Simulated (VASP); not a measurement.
A run of VASP 6.6.1 is set up as follows.

INCAR

```
SYSTEM = AgO2
ALGO     = Normal         ! electronic algorithm
EDIFF    = 1E-7           ! SCF threshold, eV
EDIFFG   = -0.01          ! ionic threshold
ENCUT    = 600            ! plane-wave cutoff, eV
GGA      = PE             ! functional
IBRION   = 2              ! ionic algorithm
ISIF     = 3              ! what is computed and relaxed
ISMEAR   = 0              ! smearing method
LASPH    = .True.         ! aspherical terms in the spheres
LCHARG   = .False.        ! write CHGCAR
LREAL    = .False.        ! projectors in reciprocal space
LWAVE    = .False.        ! write WAVECAR
NELM     = 60             ! most SCF steps
NSW      = 100            ! ionic steps
PREC     = Accurate       ! precision mode
SIGMA    = 0.1            ! smearing width, eV
```

File KPOINTS:

```
k-points
0
Gamma
  12 12 10
  0 0 0
```

POSCAR

```
AgO2
1.0
    3.1270253464     -1.8107650974      0.0000000000
    3.1270253464      1.8107650974      0.0000000000
   -2.2226755360      0.0000000000      3.6071343975
Ag O
1 2
Direct
    0.5000000000      0.5000000000      0.5000000000
    0.0664167288      0.0664167288      0.1921636889
    0.9335832712      0.9335832712      0.8078363111
```

Potentials or basis: VASP PAW PBE potentials, release 64 (Ag, O).

Run with:

```console
$ cat potpaw_PBE.64/Ag/POTCAR potpaw_PBE.64/O/POTCAR > POTCAR
$ mpirun -np 1 vasp_std > vasp.out
```

Predict the band gap on the k mesh.

zero (an odd number of electrons rules out a gap without spin polarisation).

Estimate the relaxed cell.

a = 3.602 Å, b = 3.602 Å, c = 4.163 Å, α = 115.79°, β = 115.79°, γ = 59.77°.

The path:
```tsv
step	energy change (eV)	largest force (eV/Å)	pressure (GPa)	volume (Å³)
1	0.0000	0.2820	-0.29	40.85
2	0.0029	0.5125	-1.54	40.70
3	-0.0019	0.0579	-0.80	40.79
4	-0.0035	0.0397	-0.08	40.41
5	-0.0036	0.0340	0.20	40.27
6	-0.0042	0.0227	0.19	40.28
7	-0.0051	0.0706	0.20	40.32
8	-0.0053	0.0534	-0.15	40.38
9	-0.0053	0.0290	-0.09	40.37
10	-0.0054	0.0327	-0.09	40.37
11	-0.0056	0.0434	-0.16	40.40
12	-0.0055	0.0917	0.21	40.33
13	-0.0057	0.0102	-0.02	40.37
14	-0.0057	0.0076	0.01	40.35
```

Caveat: an odd number of electrons without spin polarisation forces a metal; a magnetic or distorted state may lie lower.
